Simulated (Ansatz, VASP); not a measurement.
# One calculation of Pt, two programs

```
Pt
1.0
    -1.58422    1.58422    1.58422
     1.58422   -1.58422    1.58422
     1.58422    1.58422   -1.58422
Pt
1
Direct
  0.00000 0.00000 0.00000
```

Alike in both runs: task relaxation of cell and atoms; functional PBEsol; k mesh 19 × 19 × 19; occupations methfessel-paxton of order 1, width 0.1 eV; no spin polarisation.

|  | VASP | Ansatz |
| --- | --- | --- |
| version | VASP 6.6.1 | Ansatz 0.2.0 |
| potentials or method | VASP PAW PBE potentials, release 64 (Pt), cutoff 600 eV | plane waves, PAW |
| valence electrons in the cell | 10 | 18 |

|  | VASP | Ansatz | Ansatz less VASP |
| --- | --- | --- | --- |
| relaxed volume (Å³/atom) | 15.20 | 15.21 | +0.013 |
| relaxed cell length with the largest relative difference (Å) | 2.703 | 2.703 | +0.0008 |

VASP's potentials were made for PBE, not for PBEsol. VASP's potentials hold 10 valence electrons a cell and Ansatz's 18, so a difference there can come from the potentials and not from the codes.

Neither program's run includes spin-orbit coupling.
